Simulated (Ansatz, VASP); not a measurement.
One calculation of W, two programs

```
W
1.0
     0.00000    2.04181    2.04181
     2.04181    0.00000    2.04181
     2.04181    2.04181    0.00000
W
1
Direct
  0.00000 0.00000 0.00000
```

Alike in both runs: functional BLYP; k mesh 14 × 14 × 14; occupations fermi-dirac, width 0.1 eV; no spin polarisation.

Ansatz relaxed the structure, and its values are those at the end. VASP's run is a single point on that final structure, the one shown.

```csv
,VASP,Ansatz
version,VASP 6.6.1,Ansatz 0.2.0
potentials or method,"VASP PAW PBE potentials, release 64 (W_sv), cutoff 520 eV","plane waves (420 eV) with PAW, scalar-relativistic"
valence electrons in the cell,14,14
```

VASP gave:

* pressure (GPa): 1.4

Problem. Estimate Ansatz's values.

Solution. Pressure (GPa): 0.0.

VASP's potentials were made for PBE, not for BLYP.

Neither program's run includes spin-orbit coupling.
